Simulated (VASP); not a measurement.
**Fe: single point with PBE**

Fe:

```xyz
1
Lattice="-1.4350 1.4350 1.4350 1.4350 -1.4350 1.4350 1.4350 1.4350 -1.4350" Properties=species:S:1:pos:R:3 pbc="T T T"
Fe    0.0000    0.0000    0.0000
```

| Quantity | Value |
| --- | --- |
| Program | VASP 6.6.1 |
| Task | single point |
| Functional | PBE |
| Potentials or basis | VASP PAW PBE potentials, release 64 (Fe) |
| Cutoff | 520 eV |
| k mesh | 10 × 10 × 10 |
| Occupations | gaussian, width 0.05 eV |
| Spin | collinear spin, ferromagnetic start |
| Starting moments | [2.5] μB |
| Dipole correction | no |
| Further INCAR settings | ALGO = Fast; EDIFF = 1e-07; NBANDS = 14 |

- Pressure: -8.9 GPa
- Net moment: 2.14 μB per cell
- Site moments: Fe +2.16 μB
- Valence electrons inside the program's atomic spheres: Fe 7.19

Levels at points of the mesh, in eV from the Fermi level:
Spin up:
| k point | band 2 | band 3 | band 4 | band 5 | band 6 | band 7 | band 8 | band 9 |
| --- | --- | --- | --- | --- | --- | --- | --- | --- |
| (0.00, 0.00, 0.00) | -2.17 | -2.17 | -2.17 | -1.06 | -1.06 | 24.72 | 24.72 | 24.72 |
| (0.50, 0.00, 0.00) | -3.18 | -0.99 | -0.88 | 0.36 | 0.61 | 7.07 | 18.10 | 19.68 |
| (0.50, 0.50, 0.50) | -4.57 | 0.11 | 0.11 | 0.11 | 9.74 | 9.74 | 9.74 | 15.30 |
Spin down:
| k point | band 1 | band 2 | band 3 | band 4 | band 5 | band 6 | band 7 | band 8 |
| --- | --- | --- | --- | --- | --- | --- | --- | --- |
| (0.00, 0.00, 0.00) | -8.01 | -0.30 | -0.30 | -0.30 | 1.69 | 1.69 | 24.40 | 24.40 |
| (0.50, 0.00, 0.00) | -3.41 | -1.51 | 0.65 | 1.53 | 1.92 | 2.53 | 8.38 | 18.10 |
| (0.50, 0.50, 0.50) | -2.75 | -2.75 | 2.25 | 2.25 | 2.25 | 9.95 | 9.95 | 9.95 |

It took 10 s on 1 thread of Intel(R) Xeon(R) Platinum 8488C (Sapphire Rapids) (shared host), peak memory 0.13 GiB.
